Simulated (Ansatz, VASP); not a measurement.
One calculation of Si, two programs

```
Si
1.0
    -2.34404    2.34516    1.29412
     2.34516   -2.34404    1.29412
     2.34462    2.34462   -1.29207
Si
2
Direct
  0.00001 0.99999 0.00000
  0.74999 0.25001 0.50000
```

Alike in both runs: task single point; functional LDA; k mesh 15 × 15 × 11; occupations fermi-dirac, width 0.1 eV; no spin polarisation.

```csv
,VASP,Ansatz
version,VASP 6.6.1,Ansatz 0.2.0
potentials or method,"VASP PAW LDA potentials, release 64 (Si), cutoff 520 eV","plane waves (420 eV) with PAW, scalar-relativistic"
valence electrons in the cell,8,8
```

|  | VASP | Ansatz | Ansatz less VASP |
| --- | --- | --- | --- |
| pressure (GPa) | 5.4 | 5.3 | -0.10 |
| traceless stress, the component that is largest in VASP (GPa) | -0.17 | -0.17 | -0.002 |

Ansatz warns that its potentials were made for another functional, while VASP's fit it. LDA's correlation is that of Perdew and Zunger in VASP and of Perdew and Wang (1992) in Ansatz.
